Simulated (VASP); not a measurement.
Input of a VASP 6.6.1 run:

POSCAR

```
CdS
1.0
    2.7776545783      2.7776545783      0.0000000000
   -2.7776545783      2.7776545783      0.0000000000
    0.0000000000      2.7776545783      2.7776545783
Cd S
1 1
Direct
    0.0000000000      0.0000000000      0.0000000000
    0.7500000000      0.2500000000      0.5000000000
```

Contents of INCAR.step1:

```
SYSTEM = CdS
PREC = Accurate
ENCUT = 520
ISMEAR = 0
SIGMA = 0.01
LREAL = .False.
LASPH = .True.
NELM = 100
NBANDS = 16
GGA = PE
ALGO = Normal
EDIFF = 1E-4
LWAVE = .True.
LCHARG = .False.
```

File INCAR.step2:

```
SYSTEM = CdS
PREC = Accurate
ENCUT = 520
EDIFF = 1E-6
ISMEAR = 0
SIGMA = 0.01
LREAL = .False.
LASPH = .True.
NELM = 100
ALGO = Normal
ISIF = 2
LWAVE = .False.
LCHARG = .False.
METAGGA = R2SCAN
LMIXTAU = .True.
NBANDS = 16
ISTART = 1
```

Contents of KPOINTS:

```
Automatic mesh
0
Gamma
  8 8 8
  0 0 0
```

Potentials or basis: VASP PAW PBE potentials, release 64 (Cd, S).

Launch:

```bash
$ cat potpaw_PBE.64/Cd/POTCAR potpaw_PBE.64/S/POTCAR > POTCAR
$ cp INCAR.step1 INCAR
$ mpirun -np 1 vasp_std > vasp.out
$ cp INCAR.step2 INCAR
$ mpirun -np 1 vasp_std > vasp.out
```

Question: Estimate the band gap on the k mesh.

Answer: 1.91 eV, direct.

Question: Estimate the pressure.

Answer: 15.6 GPa.

Caveat: the PAW data sets were made with another functional, which shifts forces and pressure a little. r2SCAN opens gaps a little over a GGA but as a rule still falls short of measured ones.
